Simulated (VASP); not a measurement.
# Sr2Cu3B2O2 (I4/mmm) in VASP: single point with r2SCAN

Aim: the single point of Sr2Cu3B2O2 with r2SCAN.

Everything below comes from runs of VASP 6.6.1. Logs are shortened: lines on timing, memory, paths and dates and some standing lists are left out, and cuts for length are marked.

### 1 The cell of the first run

Symmetry: I4/mmm, No. 139, tetragonal system. Conventional cell: a = 3.863 Å, b = 3.863 Å, c = 16.648 Å, α = 90.00°, β = 90.00°, γ = 90.00°. Within 3.4 Å of Sr (site symmetry 4mm) lie 4 O at 2.51 Å and 8 Cu at 3.17 to 3.21 Å and 1 Sr at 3.20 Å and 5 B at 3.23 to 3.33 Å. Cu (site symmetry 4/mmm) has 4 O at 1.93 Å within 2.6 Å. Cu (site symmetry -4m2) has 4 B at 2.04 Å and 4 Cu at 2.73 Å within 2.8 Å. Within 2.7 Å of B (site symmetry 4mm) lie 4 Cu at 2.04 Å. Within 2.6 Å of O (site symmetry mmm) lie 2 Cu at 1.93 Å and 4 Sr at 2.51 Å.

### 2 Single point, r2SCAN

File POSCAR:

```
Sr2Cu3B2O2
1.0
    0.0000000000      3.8632673302      0.0000000000
    3.8632673302      0.0000000000      0.0000000000
    1.9316336651      1.9316336651     -8.3239062177
Sr Cu B O
2 3 2 2
Direct
    0.5961403362      0.5961403362      0.8077193276
    0.4038596638      0.4038596638      0.1922806724
    0.0000000000      0.0000000000      0.0000000000
    0.2500000000      0.7500000000      0.5000000000
    0.7500000000      0.2500000000      0.5000000000
    0.2100865138      0.2100865138      0.5798269724
    0.7899134862      0.7899134862      0.4201730276
    0.0000000000      0.5000000000      0.0000000000
    0.5000000000      0.0000000000      0.0000000000
```

File INCAR.step1:

```
PREC = Accurate ; ENCUT = 520
ISMEAR = 1 ; SIGMA = 0.2807
LREAL = F ; LASPH = T
NELM = 80 ; NBANDS = 46
GGA = PE ; ALGO = Normal
EDIFF = 1E-4 ; LWAVE = T
LCHARG = F
```

File INCAR.step2:

```
PREC = Accurate ; ENCUT = 520
EDIFF = 1E-7 ; ISMEAR = 1
SIGMA = 0.2807 ; LREAL = F
LASPH = T ; NELM = 80
ALGO = Normal ; ISIF = 2
LWAVE = F ; LCHARG = F
METAGGA = R2SCAN ; LMIXTAU = T
NBANDS = 46 ; ISTART = 1
```

File KPOINTS:

```
Automatic mesh
0
Gamma
  6 6 6
```

Potentials or basis: VASP PAW PBE potentials, release 64 (Sr_sv, Cu, B, O).

The run is started by

```bash
$ cat potpaw_PBE.64/Sr_sv/POTCAR potpaw_PBE.64/Cu/POTCAR potpaw_PBE.64/B/POTCAR potpaw_PBE.64/O/POTCAR > POTCAR
$ cp INCAR.step1 INCAR
$ mpirun -np 1 vasp_std > vasp.out
$ cp INCAR.step2 INCAR
$ mpirun -np 1 vasp_std > vasp.out
```

OUTCAR:

```text
PREC = Accurate
   ENCUT = 520
   EDIFF = 1E-7
   ISMEAR = 1
   LREAL = F
   LASPH = T
   NELM = 80
   ISIF = 2
   METAGGA = R2SCAN
   ISTART = 1

 ion  position               nearest neighbor table
   1  0.596  0.596  0.808-   8 2.51   9 2.51   9 2.51   8 2.51   3 3.17   3 3.17   3 3.17   3 3.17
                             2 3.20   5 3.21   4 3.21   5 3.21   4 3.21   7 3.23   6 3.33   6 3.33
   2  0.404  0.404  0.192-   8 2.51   9 2.51   8 2.51   9 2.51   3 3.17   3 3.17   3 3.17   3 3.17
                             1 3.20   4 3.21   5 3.21   4 3.21   5 3.21   6 3.23   7 3.33   7 3.33
   3  0.000  0.000  0.000-   8 1.93   9 1.93   8 1.93   9 1.93   2 3.17   1 3.17   1 3.17   2 3.17
                             1 3.17   2 3.17   1 3.17   2 3.17
   4  0.250  0.750  0.500-   7 2.04   6 2.04   7 2.04   6 2.04   5 2.73   5 2.73   5 2.73   5 2.73
                             1 3.21   1 3.21   2 3.21   2 3.21
   5  0.750  0.250  0.500-   7 2.04   6 2.04   7 2.04   6 2.04   4 2.73   4 2.73   4 2.73   4 2.73
                             2 3.21   1 3.21   2 3.21   1 3.21
   6  0.210  0.210  0.580-   5 2.04   4 2.04   4 2.04   5 2.04   2 3.23   1 3.33   1 3.33   1 3.33
                             1 3.33
   7  0.790  0.790  0.420-   4 2.04   5 2.04   5 2.04   4 2.04   1 3.23   2 3.33   2 3.33   2 3.33
                             2 3.33
   8  0.000  0.500  0.000-   3 1.93   3 1.93   2 2.51   1 2.51   1 2.51   2 2.51
   9  0.500  0.000  0.000-   3 1.93   3 1.93   2 2.51   1 2.51   2 2.51   1 2.51

  LATTYP: Found a body centered tetragonal cell.
 ALAT       =     3.8632673302
 C/A-ratio  =     4.3092571682

  Lattice vectors:

 A1 = (  -1.9316336651,   1.9316336651,   8.3239062177)
 A2 = (   1.9316336651,  -1.9316336651,   8.3239062177)
 A3 = (   1.9316336651,   1.9316336651,  -8.3239062177)

Analysis of symmetry for initial positions (statically):
=====================================================================
 Subroutine PRICEL returns:
 Original cell was already a primitive cell.

 Routine SETGRP: Setting up the symmetry group for a
 body centered tetragonal supercell.

 Subroutine GETGRP returns: Found 16 space group operations
 (whereof 16 operations were pure point group operations)
 out of a pool of 16 trial point group operations.

The static configuration has the point symmetry D_4h.

Analysis of symmetry for dynamics (positions and initial velocities):
=====================================================================
 Subroutine PRICEL returns:
 Original cell was already a primitive cell.

 Routine SETGRP: Setting up the symmetry group for a
 body centered tetragonal supercell.

 Subroutine GETGRP returns: Found 16 space group operations
 (whereof 16 operations were pure point group operations)
[... 130 lines left out ...]
   EFERMI =   0.00;   METHOD = LEGACY
   ISMEAR =     1;   SIGMA  =   0.28  broadening in eV -4-tet -1-fermi 0-gaus
   EFERMI_NEDOS =   21; number of points for ismear=-14 and -15
   IALGO  =     38    algorithm
   IMIX   =      4    mixing-type and parameters
     AMIX     =   0.40;   BMIX     =  1.00
     AMIX_MAG =   1.60;   BMIX_MAG =  1.00
  volume/ion in A,a.u.               =      13.80        93.15
  Fermi-wavevector in a.u.,A,eV,Ry     =   1.358570  2.567325 25.112445  1.845713
  Thomas-Fermi vector in A             =   2.485392
   LORBIT       =      0    0 simple, 1 ext, 2 COOP (PROOUT), +10 PAW based schemes
   METAGGA = R2SCAN    functional components
   LHFCALC =     F    Hartree Fock is set to
   AEXX    =    0.0000 exact exchange contribution
   IVDW    =     0    specifies the selected vdW correction
   LEPSILON=     F    determine dielectric tensor
   LRPA    =     F    only Hartree local field effects (RPA)
 non-spin polarized calculation
 Methfessel and Paxton  Order N= 1 SIGMA  =   0.28
  energy-cutoff  :      520.00
  volume of cell :      124.23
 maximum number of plane-waves:      3364
 NGX is ok and might be reduce to    30
   NGX = 15   NGY = 15   NGZ = 33

 number of electron      71.0000005 magnetization

 Free energy of the ion-electron system (eV)
  ---------------------------------------------------
  ext. energy  EPLUGINS =         0.00000000
  ---------------------------------------------------
  free energy    TOTEN  =       -96.11881820 eV

  energy without entropy =      -96.11617568  energy(sigma->0) =      -96.11793736

 E-fermi :   4.8598     XC(G=0): -11.5234

 val. band max:        4.8373029283   @ k =   0.3333   0.0000   0.1667
 cond. band min:       4.8611117177   @ k =   0.3333   0.1667   0.0000
 fundamental gap:      0.0238087894
 Fermi energy:         4.8598266771

 k-point     1 :       0.0000    0.0000    0.0000
  band No.  band energies     occupation
      1     -30.8942      2.00000
      2     -30.8020      2.00000
      3     -15.8231      2.00000
      4     -14.1454      2.00000
      5     -12.3248      2.00000
      6     -12.3248      2.00000
[... 1165 lines left out ...]
     45      11.1711      0.00000
     46      11.5070      0.00000

 [... further k-points ...]

------------------------ aborting loop because EDIFF is reached ----------------------------------------

  FORCE on cell =-STRESS in cart. coord.  units (eV):
  Direction    XX          YY          ZZ          XY          YZ          ZX
  --------------------------------------------------------------------------------------
  -------------------------------------------------------------------------------------
  Total        4.4468312      4.4468312      4.1158638      0.0000000      0.0000000     -0.0000000
  in kB       57.3488253     57.3488253     53.0804847      0.0000000      0.0000000     -0.0000000
  external PRESSURE =      55.9260451 kB  Pullay stress =       0.0000000 kB

 VOLUME and BASIS-vectors are now :
 -----------------------------------------------------------------------------
  energy-cutoff  :      520.00
  volume of cell :      124.23
      direct lattice vectors                 reciprocal lattice vectors
     0.000000000  3.863267330  0.000000000     0.000000000  0.258848253  0.060067952
     3.863267330  0.000000000  0.000000000     0.258848253  0.000000000  0.060067952
     1.931633665  1.931633665 -8.323906218     0.000000000  0.000000000 -0.120135904

 POSITION                                       TOTAL-FORCE (eV/Angst)
 -----------------------------------------------------------------------------------
      3.86327      3.86327     -6.72338        -0.000000     -0.000000      0.069357
      1.93163      1.93163     -1.60053         0.000000      0.000000     -0.069357
      0.00000      0.00000      0.00000        -0.000000     -0.000000      0.000000
      3.86327      1.93163     -4.16195         0.000000      0.000000     -0.000000
      1.93163      3.86327     -4.16195        -0.000000      0.000000      0.000000
      1.93163      1.93163     -4.82643        -0.000000     -0.000000     -0.005428
      3.86327      3.86327     -3.49748         0.000000      0.000000      0.005428
      1.93163      0.00000      0.00000        -0.000000     -0.000000      0.000000
      0.00000      1.93163      0.00000        -0.000000     -0.000000      0.000000
 -----------------------------------------------------------------------------------
    total drift:                                0.000000      0.000000     -0.000000

  FREE ENERGIE OF THE ION-ELECTRON SYSTEM (eV)
  ---------------------------------------------------
  free  energy   TOTEN  =       -96.1188182013 eV

  energy  without entropy=      -96.1161756753  energy(sigma->0) =      -96.11793736
```

OUTCAR.step1:

```text
PREC = Accurate
   ENCUT = 520
   ISMEAR = 1
   LREAL = F
[... 1433 lines left out ...]
      1.93163      1.93163     -4.82643        -0.000000     -0.000000     -0.106082
      3.86327      3.86327     -3.49748         0.000000      0.000000      0.106082
      1.93163      0.00000      0.00000         0.000000      0.000000      0.000000
      0.00000      1.93163      0.00000         0.000000      0.000000      0.000000
 -----------------------------------------------------------------------------------
    total drift:                                0.000000      0.000000     -0.000000

  FREE ENERGIE OF THE ION-ELECTRON SYSTEM (eV)
  ---------------------------------------------------
  free  energy   TOTEN  =       -43.3453190631 eV

  energy  without entropy=      -43.3387312848  energy(sigma->0) =      -43.34312314
```

OSZICAR.step1:

```text
N       E                     dE             d eps       ncg     rms          rms(c)
DAV:   1     0.796165604029E+03    0.79617E+03   -0.31427E+04  2776   0.193E+03
DAV:   2     0.753499564566E+02   -0.72082E+03   -0.68118E+03  2882   0.475E+02
DAV:   3    -0.469106975518E+02   -0.12226E+03   -0.11743E+03  3838   0.208E+02
DAV:   4    -0.574606606025E+02   -0.10550E+02   -0.10436E+02  4720   0.589E+01
DAV:   5    -0.578958917984E+02   -0.43523E+00   -0.43422E+00  5032   0.116E+01    0.447E+01
DAV:   6    -0.604080756361E+02   -0.25122E+01   -0.20982E+02  3880   0.244E+02    0.311E+01
DAV:   7    -0.432658407562E+02    0.17142E+02   -0.69215E+01  3836   0.126E+02    0.164E+01
DAV:   8    -0.444809967270E+02   -0.12152E+01   -0.18699E+01  4296   0.601E+01    0.113E+01
DAV:   9    -0.446733140457E+02   -0.19232E+00   -0.20028E+01  4052   0.791E+01    0.129E+01
DAV:  10    -0.434314256152E+02    0.12419E+01   -0.12928E+01  4032   0.359E+01    0.233E+00
DAV:  11    -0.433530915220E+02    0.78334E-01   -0.54930E-01  4376   0.685E+00    0.111E+00
DAV:  12    -0.433541626726E+02   -0.10712E-02   -0.39031E-02  4040   0.189E+00    0.108E+00
DAV:  13    -0.433479631792E+02    0.61995E-02   -0.59605E-02  4720   0.507E+00    0.497E-01
DAV:  14    -0.433472754294E+02    0.68775E-03   -0.13547E-02  4136   0.115E+00    0.371E-01
DAV:  15    -0.433454750066E+02    0.18004E-02   -0.62541E-03  4760   0.776E-01    0.132E-01
DAV:  16    -0.433453436584E+02    0.13135E-03   -0.12704E-03  4112   0.382E-01    0.464E-02
DAV:  17    -0.433453190631E+02    0.24595E-04   -0.47653E-05  1928   0.117E-01
   1 F= -.43345319E+02 E0= -.43343123E+02  d E =-.658778E-02
```

Run time: 27 min. Hardware: 1 thread of Intel Xeon Platinum 8259CL at 2.50GHz (Skylake/Cascade Lake), shared host; peak memory 0.35 GiB.

Results:

```
Free energy            : -96.1188 eV
Pressure               : 5.6 GPa
Largest force          : 0.069 eV/Å
Band gap on the k mesh : zero (an odd number of electrons rules out a gap without spin polarisation)
```

Forces in eV/Å, atoms in the order of the input:
```
Sr   0.000  0.000  0.069
Sr   0.000  0.000 -0.069
Cu   0.000  0.000  0.000
Cu   0.000  0.000  0.000
Cu   0.000  0.000  0.000
B    0.000  0.000 -0.005
B    0.000  0.000  0.005
O    0.000  0.000  0.000
O    0.000  0.000  0.000
```

Caveat: the cell stands under pressure; the PAW data sets were made with another functional, which shifts forces and pressure a little; an odd number of electrons without spin polarisation forces a metal; a magnetic or distorted state may lie lower.

The gap in the log of VASP goes by the Fermi energy; the results here count the filled bands.